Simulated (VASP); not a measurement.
# Ti2RuC3 (Cm) in VASP: further runs

The runs below take Ti2RuC3 through single point, with PBE.

Program: VASP 6.6.1. These are calculated values, not measurements. Logs are shortened: lines on timing, memory, paths and dates and some standing lists are left out, and cuts for length are marked.

### Step 1. The cell of the first run

It takes space group Cm (No. 8, monoclinic). The conventional cell has a = 7.637 Å, b = 2.995 Å, c = 5.825 Å, α = 90.00°, β = 115.51°, γ = 90.00°. Ti (site symmetry m) has 7 C at 2.12 to 2.40 Å and 1 Ru at 2.59 Å within 2.8 Å. Within 2.9 Å of Ti (site symmetry m) lie 7 C at 2.18 to 2.34 Å and 3 Ru at 2.67 to 2.72 Å. Within 2.8 Å of Ru (site symmetry m) lie 6 C at 2.12 to 2.65 Å and 4 Ti at 2.59 to 2.72 Å. Within 2.8 Å of C (site symmetry m) lie 3 Ru at 2.12 to 2.26 Å and 4 Ti at 2.18 to 2.24 Å and 1 C at 2.64 Å. C (site symmetry m) has 1 C at 1.43 Å within 1.9 Å. Within 1.9 Å of C (site symmetry m) lie 1 C at 1.43 Å.

### Step 2. Single point, PBE, collinear spin, ferromagnetic start

INCAR reads:

```
SYSTEM = Ti2RuC3
  ALGO = Normal
  EDIFF = 1E-6
  ENCUT = 520
  GGA = PE
  ISIF = 2
  ISMEAR = 0
  ISPIN = 2
  LASPH = .True.
  LCHARG = .False.
  LMAXMIX = 4
  LORBIT = 11
  LREAL = .False.
  LWAVE = .False.
  MAGMOM = 1 1 1 0 0 0
  NBANDS = 38
  NELM = 150
  PREC = Accurate
  SIGMA = 0.1
```

KPOINTS reads:

```
k-points
0
Gamma
  6 6 4
  0 0 0
```

POSCAR reads:

```
Ti2RuC3
1.0
    3.8183473693     -1.4975044420      0.0000000000
    3.8183473693      1.4975044420      0.0000000000
   -2.5086372185      0.0000000000      5.2575048013
Ti Ru C
2 1 3
Direct
    0.4354445713      0.4354445713      0.1987628469
    0.6163327809      0.6163327809      0.7973006546
    0.8022958068      0.8022958068      0.4993344909
    0.0832173885      0.0832173885      0.5089726669
    0.1313992146      0.1313992146      0.0858564022
    0.9313111881      0.9313111881      0.9097729185
```

Potentials or basis: VASP PAW PBE potentials, release 64 (Ti_sv, Ru_pv, C).

Launch:

```console
$ cat potpaw_PBE.64/Ti_sv/POTCAR potpaw_PBE.64/Ru_pv/POTCAR potpaw_PBE.64/C/POTCAR > POTCAR
$ mpirun -np 1 vasp_std > vasp.out
```

OUTCAR:

```text
SYSTEM = Ti2RuC3
   EDIFF = 1E-6
   ENCUT = 520
   GGA = PE
   ISIF = 2
   ISMEAR = 0
   ISPIN = 2
   LASPH = .True.
   LORBIT = 11
   LREAL = .False.
   NELM = 150
   PREC = Accurate

 ion  position               nearest neighbor table
   1  0.435  0.435  0.199-   5 2.12   4 2.24   4 2.24   6 2.24   6 2.24   5 2.40   5 2.40   3 2.59
                             3 2.81   3 2.81
   2  0.616  0.616  0.797-   4 2.18   4 2.18   6 2.20   5 2.22   5 2.22   6 2.34   6 2.34   3 2.67
                             3 2.72   3 2.72
   3  0.802  0.802  0.499-   4 2.12   6 2.16   4 2.26   4 2.26   1 2.59   5 2.65   5 2.65   2 2.67
                             2 2.72   2 2.72   1 2.81   1 2.81
   4  0.083  0.083  0.509-   3 2.12   2 2.18   2 2.18   1 2.24   1 2.24   3 2.26   3 2.26
   5  0.131  0.131  0.086-   6 1.43   1 2.12   2 2.22   2 2.22   1 2.40   1 2.40   3 2.65   3 2.65

   6  0.931  0.931  0.910-   5 1.43   3 2.16   2 2.20   1 2.24   1 2.24   2 2.34   2 2.34

  LATTYP: Found a base centered monoclinic cell.
 ALAT       =     7.6366947386
 B/A-ratio  =     0.3921865397
 C/A-ratio  =     0.7628094205
 COS(beta)  =    -0.4306419988

  Lattice vectors:

 A1 = (   3.8183473693,  -1.4975044420,   0.0000000000)
 A2 = (   3.8183473693,   1.4975044420,   0.0000000000)
 A3 = (  -2.5086372185,   0.0000000000,   5.2575048013)

Analysis of symmetry for initial positions (statically):
=====================================================================
 Subroutine PRICEL returns:
 Original cell was already a primitive cell.

 Routine SETGRP: Setting up the symmetry group for a
 base centered monoclinic supercell.

 Subroutine GETGRP returns: Found  2 space group operations
 (whereof  2 operations were pure point group operations)
 out of a pool of  4 trial point group operations.

The static configuration has the point symmetry C_1h.

Analysis of symmetry for dynamics (positions and initial velocities):
=====================================================================
 Subroutine PRICEL returns:
 Original cell was already a primitive cell.

 Routine SETGRP: Setting up the symmetry group for a
 base centered monoclinic supercell.

 Subroutine GETGRP returns: Found  2 space group operations
 (whereof  2 operations were pure point group operations)
 out of a pool of  4 trial point group operations.

The dynamic configuration has the point symmetry C_1h.

Analysis of structural, dynamic, and magnetic symmetry:
=====================================================================
 Subroutine PRICEL returns:
 Original cell was already a primitive cell.

 Routine SETGRP: Setting up the symmetry group for a
 base centered monoclinic supercell.

 Subroutine GETGRP returns: Found  2 space group operations
 (whereof  2 operations were pure point group operations)
 out of a pool of  4 trial point group operations.

The overall configuration has the point symmetry C_1h.

 Subroutine INISYM returns: Found  2 space group operations
 (whereof  2 operations are pure point group operations),
 and found     1 'primitive' translations

----------------------------------------------------------------------------------------

                                     Primitive cell

  volume of cell :      60.1247

  direct lattice vectors                    reciprocal lattice vectors
     3.818347369 -1.497504442  0.000000000     0.130946703 -0.333888826  0.062481688
     3.818347369  1.497504442  0.000000000     0.130946703  0.333888826  0.062481688
    -2.508637219  0.000000000  5.257504801     0.000000000  0.000000000  0.190204296

  length of vectors
     4.101499261  4.101499261  5.825342688     0.364050475  0.364050475  0.190204296

  position of ions in fractional coordinates (direct lattice)
     0.435444571  0.435444571  0.198762847
     0.616332781  0.616332781  0.797300655
     0.802295807  0.802295807  0.499334491
     0.083217389  0.083217389  0.508972667
     0.131399215  0.131399215  0.085856402
     0.931311188  0.931311188  0.909772919

  ion indices of the primitive-cell ions
   primitive index   ion index
                 1           1
                 2           2
                 3           3
                 4           4
                 5           5
[... 55 lines left out ...]
   k-points           NKPTS =     47   k-points in BZ     NKDIM =     47   number of bands    NBANDS=     38
   number of dos      NEDOS =    301   number of ions     NIONS =      6
   total plane-waves  NPLWV =  49152
   dimension x,y,z NGX =    32 NGY =   32 NGZ =   48
   dimension x,y,z NGXF=    64 NGYF=   64 NGZF=   96
   ions per type =               2   1   3
   NGX,Y,Z   is equivalent  to a cutoff of  12.97, 12.97, 13.70 a.u.
   NGXF,Y,Z  is equivalent  to a cutoff of  25.94, 25.94, 27.40 a.u.
 SYSTEM =  Ti2RuC3
   PREC   = accura    normal or accurate (medium, high low for compatibility)
   ISTART =      0    job   : 0-new  1-cont  2-samecut
   ICHARG =      2    charge: 1-file 2-atom 10-const
   ISPIN  =      2    spin polarized calculation?
   LNONCOLLINEAR =      F non collinear calculations
   LSORBIT =      F    spin-orbit coupling
   LASPH  =      T    aspherical Exc in radial PAW
   ENCUT  =  520.0 eV  38.22 Ry    6.18 a.u.   7.63  7.63 10.83*2*pi/ulx,y,z
   NELM   =    150;   NELMIN=  2; NELMDL= -5     # of ELM steps
   EDIFF  = 0.1E-05   stopping-criterion for ELM
   LREAL  =      F    real-space projection
   EDIFFG = 0.1E-04   stopping-criterion for IOM
   NSW    =      0    number of steps for IOM
   IBRION =     -1    ionic relax: 0-MD 1-quasi-New 2-CG
   NFREE  =      0    steps in history (QN), initial steepest desc. (CG)
   ISIF   =      2    stress and relaxation
   ISYM   =      2    0-nonsym 1-usesym 2-fastsym
   POTIM  = 0.5000    time-step for ionic-motion
   TEBEG  =    0.0;   TEEND  =   0.0 temperature during run
   PSTRESS=    0.0 pullay stress
   NELECT =      50.0000    total number of electrons
   NUPDOWN=      -1.0000    fix difference up-down
   EMIN   =  10.00;   EMAX   =-10.00  energy-range for DOS
   EFERMI =   0.00;   METHOD = LEGACY
   ISMEAR =     0;   SIGMA  =   0.10  broadening in eV -4-tet -1-fermi 0-gaus
   EFERMI_NEDOS =   21; number of points for ismear=-14 and -15
   IALGO  =     38    algorithm
   IMIX   =      4    mixing-type and parameters
     AMIX     =   0.40;   BMIX     =  1.00
     AMIX_MAG =   1.60;   BMIX_MAG =  1.00
  volume/ion in A,a.u.               =      10.02        67.62
  Fermi-wavevector in a.u.,A,eV,Ry     =   1.539503  2.909238 32.246736  2.370068
  Thomas-Fermi vector in A             =   2.645721
   LORBIT       =     11    0 simple, 1 ext, 2 COOP (PROOUT), +10 PAW based schemes
   GGA     = PE    functional components
   LHFCALC =     F    Hartree Fock is set to
   AEXX    =    0.0000 exact exchange contribution
   IVDW    =     0    specifies the selected vdW correction
   LEPSILON=     F    determine dielectric tensor
   LRPA    =     F    only Hartree local field effects (RPA)
 spin polarized calculation
 Gauss-broadening in eV      SIGMA  =   0.10
  energy-cutoff  :      520.00
  volume of cell :       60.12
 maximum number of plane-waves:      1636
 NGX is ok and might be reduce to    32
   NGX = 15   NGY = 15   NGZ = 21

 number of electron      50.0000002 magnetization       0.0001703

 number of electron      50.0000002 magnetization      -0.0000117

 Free energy of the ion-electron system (eV)
  ---------------------------------------------------
  ext. energy  EPLUGINS =         0.00000000
  ---------------------------------------------------
  free energy    TOTEN  =       -53.50081847 eV

  energy without entropy =      -53.48797354  energy(sigma->0) =      -53.49439600

 E-fermi :  10.7564     XC(G=0): -13.0583

 val. band max:       10.7186936723   @ k =   0.3333   0.1667   0.2500
 cond. band min:      10.7661714397   @ k =  -0.3333   0.3333   0.2500
 fundamental gap:      0.0474777673
 Fermi energy:        10.7563926571

 spin component 1

 k-point     1 :       0.0000    0.0000    0.0000
  band No.  band energies     occupation
      1     -46.3060      1.00000
      2     -46.2280      1.00000
      3     -32.5200      1.00000
      4     -32.3701      1.00000
      5     -32.1565      1.00000
      6     -22.7577      1.00000
[... 949 lines left out ...]
     36      15.8184      0.00000
     37      16.2928      0.00000

 [... further k-points ...]

 spin component 2

 k-point     1 :       0.0000    0.0000    0.0000
  band No.  band energies     occupation
      1     -46.3059      1.00000
      2     -46.2279      1.00000
      3     -32.5200      1.00000
      4     -32.3701      1.00000
      5     -32.1565      1.00000
      6     -22.7577      1.00000
[... 949 lines left out ...]
     36      15.8184      0.00000
     37      16.2928      0.00000

 [... further k-points ...]

 [bands above 37 left out]

------------------------ aborting loop because EDIFF is reached ----------------------------------------

  FORCE on cell =-STRESS in cart. coord.  units (eV):
  Direction    XX          YY          ZZ          XY          YZ          ZX
  --------------------------------------------------------------------------------------
  -------------------------------------------------------------------------------------
  Total        0.1229494      0.0770922      0.1542247      0.0000000      0.0000000      0.0113659
  in kB        3.2762996      2.0543191      4.1097123      0.0000000      0.0000000      0.3028731
  external PRESSURE =       3.1467770 kB  Pullay stress =       0.0000000 kB

 VOLUME and BASIS-vectors are now :
 -----------------------------------------------------------------------------
  energy-cutoff  :      520.00
  volume of cell :       60.12
      direct lattice vectors                 reciprocal lattice vectors
     3.818347369 -1.497504442  0.000000000     0.130946703 -0.333888826  0.062481688
     3.818347369  1.497504442  0.000000000     0.130946703  0.333888826  0.062481688
    -2.508637219  0.000000000  5.257504801     0.000000000  0.000000000  0.190204296

 POSITION                                       TOTAL-FORCE (eV/Angst)
 -----------------------------------------------------------------------------------
      2.82673      0.00000      1.04500        -0.005848      0.000000     -0.011799
      2.70661      0.00000      4.19181         0.010231      0.000000      0.008740
      4.87424      0.00000      2.62525        -0.000020      0.000000      0.000221
     -0.64132      0.00000      2.67593         0.008455      0.000000     -0.004591
      0.78807      0.00000      0.45139         0.029142      0.000000      0.052989
      4.82985      0.00000      4.78314        -0.041961      0.000000     -0.045560
 -----------------------------------------------------------------------------------
    total drift:                                0.000300      0.000000      0.000115

  FREE ENERGIE OF THE ION-ELECTRON SYSTEM (eV)
  ---------------------------------------------------
  free  energy   TOTEN  =       -53.5008184674 eV

  energy  without entropy=      -53.4879735397  energy(sigma->0) =      -53.49439600

 total charge

# of ion       s       p       d       tot
------------------------------------------
    1        2.187   6.219   2.007  10.413
    2        2.189   6.225   2.002  10.416
    3        0.343   6.301   6.052  12.696
    4        0.870   1.473   0.000   2.343
    5        0.877   1.552   0.000   2.428
    6        0.866   1.589   0.000   2.455
--------------------------------------------------
tot          7.331  23.359  10.061  40.751

 magnetization (x)

# of ion       s       p       d       tot
------------------------------------------
    1        0.000  -0.000   0.000   0.000
    2        0.000  -0.000  -0.000  -0.000
    3       -0.000  -0.000   0.000   0.000
    4        0.000  -0.000   0.000  -0.000
    5        0.000  -0.000   0.000  -0.000
    6        0.000  -0.000   0.000  -0.000
--------------------------------------------------
tot         -0.000  -0.000   0.000   0.000
```

Run time: 2.4 min. Hardware: 1 thread of Intel Xeon 6975P-C (Granite Rapids), shared host; peak memory 0.36 GiB.

What came out:

```yaml
Free_energy: -53.5008 eV
Pressure: 0.3 GPa
Largest_force: 0.062 eV/Å
Band_gap_on_the_k_mesh: zero (filled and empty bands overlap)
Net_moment: 0.00 μB per cell
Valence_electrons_inside_the_program's_atomic_spheres: Ti 10.41, 10.42; Ru 12.70; C 2.34, 2.43, 2.46
```

Forces in eV/Å, atoms in the order of the input:
```
Ti  -0.006  0.000 -0.012
Ti   0.010  0.000  0.009
Ru   0.000  0.000  0.000
C    0.008  0.000 -0.005
C    0.029  0.000  0.053
C   -0.042  0.000 -0.046
```

Caveat: the k points lie up to 0.38 Å⁻¹ apart.

### Step 3. Single point, PBE

INCAR reads:

```
PREC = Accurate
ENCUT = 520
EDIFF = 1E-6
ISMEAR = 0
SIGMA = 0.1
LREAL = F
LASPH = T
NELM = 80
ALGO = Normal
ISIF = 2
LWAVE = F
LCHARG = F
GGA = PE
NBANDS = 34
```

KPOINTS reads:

```
regular mesh
0
Gamma
  12 12 6
```

POSCAR reads:

```
Ti2RuC3
1.0
    3.8078525124     -1.4967647539      0.0043271573
    3.8078525124      1.4967647539      0.0043271573
   -2.4957840561      0.0000000000      5.2731782579
Ti Ru C
2 1 3
Direct
    0.4361405299      0.4361405299      0.1979515723
    0.6160863916      0.6160863916      0.7987382613
    0.8025567500      0.8025567500      0.5002644393
    0.0834492029      0.0834492029      0.5085635383
    0.1310963746      0.1310963746      0.0850500617
    0.9306717012      0.9306717012      0.9094321071
```

Potentials or basis: VASP PAW PBE potentials, release 64 (Ti_sv, Ru_pv, C).

Launch:

```console
$ cat potpaw_PBE.64/Ti_sv/POTCAR potpaw_PBE.64/Ru_pv/POTCAR potpaw_PBE.64/C/POTCAR > POTCAR
$ mpirun -np 1 vasp_std > vasp.out
```

Run time: 18 min. Hardware: 1 thread of Oxide Virtual Turin-like, shared host; peak memory 0.51 GiB.

The run converged. Its results:

```yaml
Free_energy: -53.5027 eV
Pressure: 0.3 GPa
Largest_force: 0.066 eV/Å
Band_gap_on_the_k_mesh: zero (band 25 reaches 11.09 eV, above the bottom of band 26 at 10.10 eV)
```

Forces on the atoms (eV/Å):
```
Ti  -0.011  0.000  0.000
Ti   0.009  0.000 -0.002
Ru   0.003  0.000 -0.001
C    0.005  0.000  0.000
C    0.042  0.000  0.047
C   -0.048  0.000 -0.044
```

Stress tensor (GPa, compression positive):
```
0.34 0.00 0.05
0.00 0.19 0.00
0.05 0.00 0.25
```

Levels at points of the mesh, in eV from the Fermi level:
| k point | band 21 | band 22 | band 23 | band 24 | band 25 | band 26 | band 27 | band 28 | band 29 | band 30 |
| --- | --- | --- | --- | --- | --- | --- | --- | --- | --- | --- |
| (0.00, 0.00, 0.00) | -2.71 | -1.89 | -1.24 | -0.96 | -0.86 | -0.40 | 1.25 | 1.40 | 1.67 | 2.17 |
| (0.50, 0.00, 0.00) | -3.46 | -2.68 | -1.71 | -0.46 | -0.08 | 0.27 | 0.98 | 1.56 | 2.08 | 2.80 |
| (0.50, 0.50, 0.00) | -2.37 | -1.83 | -1.40 | -1.19 | -1.01 | -0.56 | 0.50 | 1.43 | 1.64 | 1.65 |
| (0.00, 0.00, 0.50) | -2.65 | -2.23 | -2.17 | -1.40 | -0.03 | 0.65 | 0.79 | 1.60 | 1.88 | 2.11 |
| (0.50, 0.00, 0.50) | -3.30 | -2.74 | -1.61 | -0.94 | 0.13 | 0.75 | 1.20 | 1.81 | 2.27 | 2.77 |
| (0.50, 0.50, 0.50) | -2.55 | -2.47 | -1.46 | -1.23 | -0.59 | 0.34 | 0.87 | 1.39 | 1.55 | 1.84 |
